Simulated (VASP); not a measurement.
Crystal: Ag.

```
Ag
1.0
     4.09000    0.00000    0.00000
     0.00000    4.09000    0.00000
     0.00000    0.00000    4.09000
Ag
4
Direct
  0.00000 0.00000 0.00000
  0.00000 0.50000 0.50000
  0.50000 0.00000 0.50000
  0.50000 0.50000 0.00000
```

```yaml
Program: VASP 6.6.1
Task: relaxation of cell and atoms
Functional: PBEsol
Potentials_or_basis: VASP PAW PBE potentials, release 64 (Ag)
Cutoff: 500 eV
k_mesh: 6 × 6 × 6
Occupations: fermi-dirac, width 0.1 eV
Spin: no spin polarisation
```

At the start: pressure -2.9 GPa; volume 17.10 Å³/atom.

Task: How do energy, volume and symmetry change on relaxing?

Result: Over 3 steps the energy falls by 4.3 meV/atom and the volume is 16.65 Å³/atom (-2.7 %); space group Fm-3m (No. 225, to 0.05 Å).

Step by step:
| step | energy change (eV) | largest force (eV/Å) | pressure (GPa) | volume (Å³) |
| --- | --- | --- | --- | --- |
| 1 | 0.0000 | 0.0000 | -2.93 | 68.42 |
| 2 | -0.0085 | 0.0000 | 2.32 | 65.36 |
| 3 | -0.0172 | 0.0000 | -0.01 | 66.60 |

Final structure:
```
Ag
1.0
     4.05341    0.00000    0.00000
     0.00000    4.05341    0.00000
     0.00000    0.00000    4.05341
Ag
4
Direct
  0.00000 0.00000 0.00000
  0.00000 0.50000 0.50000
  0.50000 0.00000 0.50000
  0.50000 0.50000 0.00000
```

Caveat: the PAW data sets were made with another functional, which shifts forces and pressure a little.
